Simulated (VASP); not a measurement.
# Lu3Si (Pm-3m) in VASP: notebook, part 3 of 3

VASP 6.6.1.

## (5) Single point, PBE

This run uses another cell than the first one, of 24.35 Å³/atom.

Contents of INCAR:

```
SYSTEM = Lu3Si
ALGO = Fast
EDIFF = 1E-6
ENCUT = 520
GGA = PE
ISIF = 2
ISMEAR = -1
LASPH = .TRUE.
LCHARG = .TRUE.
LELF = .TRUE.
LREAL = .FALSE.
LVHAR = .TRUE.
LWAVE = .FALSE.
NBANDS = 48
NELM = 80
PREC = Accurate
SIGMA = 0.05
```

Contents of KPOINTS:

```
k-points
0
G
  6 6 6
  0 0 0
```

Contents of POSCAR:

```
Lu3Si
1.0
    4.6011813665      0.0000000000      0.0000000000
    0.0000000000      4.6011813665      0.0000000000
    0.0000000000      0.0000000000      4.6011813665
Lu Si
3 1
Direct
    0.5000000000      0.5000000000      0.0000000000
    0.5000000000      0.0000000000      0.5000000000
    0.0000000000      0.5000000000      0.5000000000
    0.0000000000      0.0000000000      0.0000000000
```

Potentials or basis: VASP PAW PBE potentials, release 64 (Lu, Si).

Command:

```console
> cat potpaw_PBE.64/Lu/POTCAR potpaw_PBE.64/Si/POTCAR > POTCAR
> mpirun -np 1 vasp_std > vasp.out
```

OUTCAR:

```text
SYSTEM = Lu3Si
   EDIFF = 1E-6
   ENCUT = 520
   GGA = PE
   ISIF = 2
   ISMEAR = -1
   LASPH = .TRUE.
   LREAL = .FALSE.
   NELM = 80
   PREC = Accurate

 ion  position               nearest neighbor table
   1  0.500  0.500  0.000-   2 3.25   3 3.25   4 3.25   2 3.25   3 3.25   2 3.25   4 3.25   2 3.25
                             3 3.25   4 3.25   3 3.25   4 3.25
   2  0.500  0.000  0.500-   1 3.25   3 3.25   4 3.25   1 3.25   4 3.25   1 3.25   3 3.25   1 3.25
                             3 3.25   4 3.25   4 3.25   3 3.25
   3  0.000  0.500  0.500-   1 3.25   2 3.25   4 3.25   1 3.25   4 3.25   2 3.25   4 3.25   4 3.25
                             1 3.25   2 3.25   1 3.25   2 3.25
   4  0.000  0.000  0.000-   1 3.25   2 3.25   3 3.25   2 3.25   3 3.25   1 3.25   3 3.25   3 3.25
                             1 3.25   2 3.25   2 3.25   1 3.25

  LATTYP: Found a simple cubic cell.
 ALAT       =     4.6011813665

  Lattice vectors:

 A1 = (   4.6011813665,   0.0000000000,   0.0000000000)
 A2 = (   0.0000000000,   4.6011813665,   0.0000000000)
 A3 = (   0.0000000000,   0.0000000000,   4.6011813665)

Analysis of symmetry for initial positions (statically):
=====================================================================
 Subroutine PRICEL returns:
 Original cell was already a primitive cell.

 Routine SETGRP: Setting up the symmetry group for a
 simple cubic supercell.

 Subroutine GETGRP returns: Found 48 space group operations
 (whereof 48 operations were pure point group operations)
 out of a pool of 48 trial point group operations.

The static configuration has the point symmetry O_h .

Analysis of symmetry for dynamics (positions and initial velocities):
=====================================================================
 Subroutine PRICEL returns:
 Original cell was already a primitive cell.

 Routine SETGRP: Setting up the symmetry group for a
 simple cubic supercell.

 Subroutine GETGRP returns: Found 48 space group operations
 (whereof 48 operations were pure point group operations)
 out of a pool of 48 trial point group operations.

The dynamic configuration has the point symmetry O_h .

 Subroutine INISYM returns: Found 48 space group operations
 (whereof 48 operations are pure point group operations),
 and found     1 'primitive' translations

----------------------------------------------------------------------------------------

                                     Primitive cell

  volume of cell :      97.4110

  direct lattice vectors                    reciprocal lattice vectors
     4.601181366  0.000000000  0.000000000     0.217335489  0.000000000  0.000000000
     0.000000000  4.601181366  0.000000000     0.000000000  0.217335489  0.000000000
     0.000000000  0.000000000  4.601181366     0.000000000  0.000000000  0.217335489

  length of vectors
     4.601181366  4.601181366  4.601181366     0.217335489  0.217335489  0.217335489

  position of ions in fractional coordinates (direct lattice)
     0.500000000  0.500000000  0.000000000
     0.500000000  0.000000000  0.500000000
[... 27 lines left out ...]

  Shift w.r.t. Gamma in fractional coordinates (k-lattice)
     0.000000000  0.000000000  0.000000000

 Subroutine IBZKPT returns following result:
 ===========================================

 Found     20 irreducible k-points:

 Following reciprocal coordinates:
            Coordinates               Weight
  0.000000  0.000000  0.000000      1.000000
  0.166667  0.000000  0.000000      6.000000
  0.333333  0.000000  0.000000      6.000000
  0.500000  0.000000  0.000000      3.000000
  0.166667  0.166667  0.000000     12.000000
  0.333333  0.166667  0.000000     24.000000
[... 12 lines left out ...]
  0.500000  0.500000  0.333333      6.000000
  0.500000  0.500000  0.500000      1.000000
   k-points           NKPTS =     20   k-points in BZ     NKDIM =     20   number of bands    NBANDS=     48
   number of dos      NEDOS =    301   number of ions     NIONS =      4
   total plane-waves  NPLWV =  46656
   dimension x,y,z NGX =    36 NGY =   36 NGZ =   36
   dimension x,y,z NGXF=    72 NGYF=   72 NGZF=   72
   ions per type =               3   1
   NGX,Y,Z   is equivalent  to a cutoff of  13.01, 13.01, 13.01 a.u.
   NGXF,Y,Z  is equivalent  to a cutoff of  26.01, 26.01, 26.01 a.u.
 SYSTEM =  Lu3Si
   PREC   = accura    normal or accurate (medium, high low for compatibility)
   ISTART =      0    job   : 0-new  1-cont  2-samecut
   ICHARG =      2    charge: 1-file 2-atom 10-const
   ISPIN  =      1    spin polarized calculation?
   LNONCOLLINEAR =      F non collinear calculations
   LSORBIT =      F    spin-orbit coupling
   LASPH  =      T    aspherical Exc in radial PAW
   ENCUT  =  520.0 eV  38.22 Ry    6.18 a.u.   8.56  8.56  8.56*2*pi/ulx,y,z
   NELM   =     80;   NELMIN=  2; NELMDL= -5     # of ELM steps
   EDIFF  = 0.1E-05   stopping-criterion for ELM
   LREAL  =      F    real-space projection
   EDIFFG = 0.1E-04   stopping-criterion for IOM
   NSW    =      0    number of steps for IOM
   IBRION =     -1    ionic relax: 0-MD 1-quasi-New 2-CG
   NFREE  =      0    steps in history (QN), initial steepest desc. (CG)
   ISIF   =      2    stress and relaxation
   ISYM   =      2    0-nonsym 1-usesym 2-fastsym
   POTIM  = 0.5000    time-step for ionic-motion
   TEBEG  =    0.0;   TEEND  =   0.0 temperature during run
   PSTRESS=    0.0 pullay stress
   NELECT =      79.0000    total number of electrons
   NUPDOWN=      -1.0000    fix difference up-down
   EMIN   =  10.00;   EMAX   =-10.00  energy-range for DOS
   EFERMI =   0.00;   METHOD = LEGACY
   ISMEAR =    -1;   SIGMA  =   0.05  broadening in eV -4-tet -1-fermi 0-gaus
   EFERMI_NEDOS =   21; number of points for ismear=-14 and -15
   IALGO  =     68    algorithm
   IMIX   =      4    mixing-type and parameters
     AMIX     =   0.40;   BMIX     =  1.00
     AMIX_MAG =   1.60;   BMIX_MAG =  1.00
  volume/ion in A,a.u.               =      24.35       164.34
  Fermi-wavevector in a.u.,A,eV,Ry     =   1.526679  2.885006 31.711778  2.330750
  Thomas-Fermi vector in A             =   2.634680
   LORBIT       =      0    0 simple, 1 ext, 2 COOP (PROOUT), +10 PAW based schemes
   GGA     = PE    functional components
   LHFCALC =     F    Hartree Fock is set to
   AEXX    =    0.0000 exact exchange contribution
   IVDW    =     0    specifies the selected vdW correction
   LEPSILON=     F    determine dielectric tensor
   LRPA    =     F    only Hartree local field effects (RPA)
 non-spin polarized calculation
 RMM-DIIS sequential band-by-band and
  energy-cutoff  :      520.00
  volume of cell :       97.41
 maximum number of plane-waves:      2638
 NGX is ok and might be reduce to    36
   NGX = 17   NGY = 17   NGZ = 17

 number of electron      79.0000031 magnetization

 Free energy of the ion-electron system (eV)
  ---------------------------------------------------
  ext. energy  EPLUGINS =         0.00000000
  ---------------------------------------------------
  free energy    TOTEN  =       -19.86179442 eV

  energy without entropy =      -19.81330467  energy(sigma->0) =      -19.83754955

 E-fermi :   3.6316     XC(G=0): -10.9682

 val. band max:        3.6193223982   @ k =   0.3333   0.3333   0.1667
 cond. band min:       3.6460254524   @ k =   0.3333   0.1667   0.0000
 fundamental gap:      0.0267030542
 Fermi energy:         3.6316056435

 k-point     1 :       0.0000    0.0000    0.0000
  band No.  band energies     occupation
      1     -52.6831      2.00000
      2     -52.6174      2.00000
      3     -52.6174      2.00000
      4     -23.6344      2.00000
      5     -23.6344      2.00000
      6     -23.6344      2.00000
[... 1009 lines left out ...]
     47       6.6023      0.00000
     48       6.9568      0.00000

------------------------ aborting loop because EDIFF is reached ----------------------------------------

  FORCE on cell =-STRESS in cart. coord.  units (eV):
  Direction    XX          YY          ZZ          XY          YZ          ZX
  --------------------------------------------------------------------------------------
  -------------------------------------------------------------------------------------
  Total       -1.6725891     -1.6725891     -1.6725891     -0.0000000     -0.0000000      0.0000000
  in kB      -27.5100757    -27.5100757    -27.5100757     -0.0000000     -0.0000000      0.0000000
  external PRESSURE =     -27.5100757 kB  Pullay stress =       0.0000000 kB

 VOLUME and BASIS-vectors are now :
 -----------------------------------------------------------------------------
  energy-cutoff  :      520.00
  volume of cell :       97.41
      direct lattice vectors                 reciprocal lattice vectors
     4.601181366  0.000000000  0.000000000     0.217335489  0.000000000  0.000000000
     0.000000000  4.601181366  0.000000000     0.000000000  0.217335489  0.000000000
     0.000000000  0.000000000  4.601181366     0.000000000  0.000000000  0.217335489

 POSITION                                       TOTAL-FORCE (eV/Angst)
 -----------------------------------------------------------------------------------
      2.30059      2.30059      0.00000         0.000000      0.000000      0.000000
      2.30059      0.00000      2.30059         0.000000      0.000000      0.000000
      0.00000      2.30059      2.30059         0.000000      0.000000      0.000000
      0.00000      0.00000      0.00000         0.000000      0.000000      0.000000
 -----------------------------------------------------------------------------------
    total drift:                                0.000000      0.000000      0.000000

  FREE ENERGIE OF THE ION-ELECTRON SYSTEM (eV)
  ---------------------------------------------------
  free  energy   TOTEN  =       -19.8617944245 eV

  energy  without entropy=      -19.8133046728  energy(sigma->0) =      -19.83754955
```

OSZICAR:

```text
N       E                     dE             d eps       ncg     rms          rms(c)
DAV:   1     0.664467211732E+03    0.66447E+03   -0.26852E+04  2856   0.523E+03
DAV:   2     0.756768559253E+02   -0.58879E+03   -0.55791E+03  2456   0.887E+02
DAV:   3    -0.712351185614E+01   -0.82800E+02   -0.79918E+02  2136   0.197E+02
[... 39 lines left out ...]
RMM:  43    -0.198617902261E+02   -0.15395E-05   -0.17905E-05  2010   0.125E-02    0.428E-03
RMM:  44    -0.198617916517E+02   -0.14256E-05   -0.13933E-05  1753   0.114E-02    0.320E-03
RMM:  45    -0.198617926973E+02   -0.10456E-05   -0.11508E-05  1718   0.107E-02    0.322E-03
RMM:  46    -0.198617936702E+02   -0.97293E-06   -0.10375E-05  1857   0.107E-02    0.293E-03
RMM:  47    -0.198617944245E+02   -0.75431E-06   -0.76357E-06  1654   0.101E-02
   1 F= -.19861794E+02 E0= -.19837550E+02  d E =-.484898E-01
```

Run time: 5.6 min. Hardware: 1 thread of Oxide Virtual Turin-like, shared host; peak memory 0.23 GiB.

Results:

```yaml
Free_energy: -19.8618 eV
Pressure: -2.8 GPa
Band_gap_on_the_k_mesh: zero (an odd number of electrons rules out a gap without spin polarisation)
```

Caveat: spin-orbit coupling is left out, which moves the levels of the heavy elements.

## (6) Single point, PBE

This run uses another cell than the first one, of 24.82 Å³/atom.

Contents of INCAR:

```
ALGO     = Normal         # electronic algorithm
EDIFF    = 1E-6           # SCF threshold, eV
ENCUT    = 520            # plane-wave cutoff, eV
GGA      = PE             # functional
ISIF     = 2              # what is computed and relaxed
ISMEAR   = -1             # smearing method
LASPH    = True           # aspherical terms in the spheres
LCHARG   = False          # write CHGCAR
LREAL    = False          # projectors in reciprocal space
LWAVE    = False          # write WAVECAR
NBANDS   = 48             # bands
NELM     = 60             # most SCF steps
PREC     = Accurate       # precision mode
SIGMA    = 0.05           # smearing width, eV
```

Contents of KPOINTS:

```
k-points
0
Gamma
  6 6 6
```

Contents of POSCAR:

```
Lu3Si
1.0
    4.6304890444      0.0000000000      0.0000000000
    0.0000000000      4.6304890444      0.0000000000
    0.0000000000      0.0000000000      4.6304890444
Lu Si
3 1
Direct
    0.5000000000      0.5000000000      0.0000000000
    0.5000000000      0.0000000000      0.5000000000
    0.0000000000      0.5000000000      0.5000000000
    0.0000000000      0.0000000000      0.0000000000
```

Potentials or basis: VASP PAW PBE potentials, release 64 (Lu, Si).

Command:

```console
> cat potpaw_PBE.64/Lu/POTCAR potpaw_PBE.64/Si/POTCAR > POTCAR
> mpirun -np 1 vasp_std > vasp.out
```

It took 2.2 min on 1 thread of Oxide Virtual Turin-like, shared host; peak memory 0.22 GiB.

Results (log left out):

```
Free energy            : -19.8251 eV
Pressure               : -3.6 GPa
Band gap on the k mesh : zero (an odd number of electrons rules out a gap without spin polarisation)
```

Levels at points of the mesh, in eV from the Fermi level:
```csv
k point,band 36,band 37,band 38,band 39,band 40,band 41,band 42,band 43,band 44,band 45
"(0.00, 0.00, 0.00)",-1.52,-1.52,-0.65,-0.65,-0.65,-0.62,-0.62,-0.62,1.91,3.37
"(0.50, 0.00, 0.00)",-1.85,-1.74,-1.74,0.05,0.16,0.78,1.12,1.12,1.89,1.98
"(0.50, 0.50, 0.00)",-3.73,-2.02,-1.98,0.29,0.29,0.31,1.39,1.39,1.82,2.83
"(0.50, 0.50, 0.50)",-2.39,-2.39,-1.93,-1.93,-1.93,0.69,1.96,1.96,1.96,2.94
```

Caveat: the cell stands under tension; spin-orbit coupling is left out, which moves the levels of the heavy elements.

## (7) Summary

```csv
cell,gap on the mesh (eV),pressure (GPa)
"a = 4.511 Å, 4 atoms",none,0.6
"a = 4.541 Å, 4 atoms",none,-0.3
"a = 4.571 Å, 4 atoms",none,-1.7
"a = 4.601 Å, 4 atoms",none,-2.8
"a = 4.630 Å, 4 atoms",none,-3.6
```

Alike in all rows: task single point; level PBE; potentials or basis VASP PAW PBE potentials, release 64 (Lu, Si); no spin polarisation; k mesh 6 × 6 × 6; cutoff (eV) 520; smearing fermi-dirac 0.05 eV.

Caveats: spin-orbit coupling is left out, which moves the levels of the heavy elements; the cell stands under tension (at least some runs).

Total energies depend on the potentials used, so only differences within one code and one set of settings carry meaning.

The gap in the log of VASP goes by the Fermi energy; the results here count the filled bands.